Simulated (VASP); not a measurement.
Runs of VASP 6.6.1 on TlCl. The structure is that of space group Pm-3m (No. 221), or close to it. The cells are those of the table. 

```csv
task,spin,cell,k mesh,smearing,gap on the mesh (eV),pressure (GPa),moment (μB)
single point,"non-collinear, zero start, SOC","a = 3.694 Å, 2 atoms",6 × 6 × 6,gaussian 0.01 eV,-,-0.2,0.00
single point,"non-collinear, zero start, SOC","a = 3.694 Å, angles 89.7°, 2 atoms",6 × 6 × 6,gaussian 0.01 eV,-,-0.2,0.00
single point,off,"a = 3.694 Å, 2 atoms",6 × 6 × 6,gaussian 0.01 eV,1.54,0.0,-
single point,"non-collinear, zero start, SOC","a = 3.712 Å, 2 atoms",6 × 6 × 6,gaussian 0.01 eV,-,(a),0.00
relaxation of cell and atoms,off,"relaxed from a = 3.834 Å, 2 atoms",10 × 10 × 10,fermi-dirac 0.05 eV,1.55,0.0,-
single point,off,"a = 3.694 Å, 2 atoms",10 × 10 × 10,fermi-dirac 0.05 eV,1.54,0.0,-
```

Alike in all rows: level LDA; potentials or basis VASP PAW LDA potentials, release 64 (Tl_d, Cl); cutoff (eV) 500.

Problem. Fill in the values left out.

Solution. (a) -0.7.

Caveats: spin-orbit coupling is left out, which moves the levels of the heavy elements (at least some runs).

A k mesh can miss the band edges, and rows without SOC leave out spin-orbit coupling on Tl.
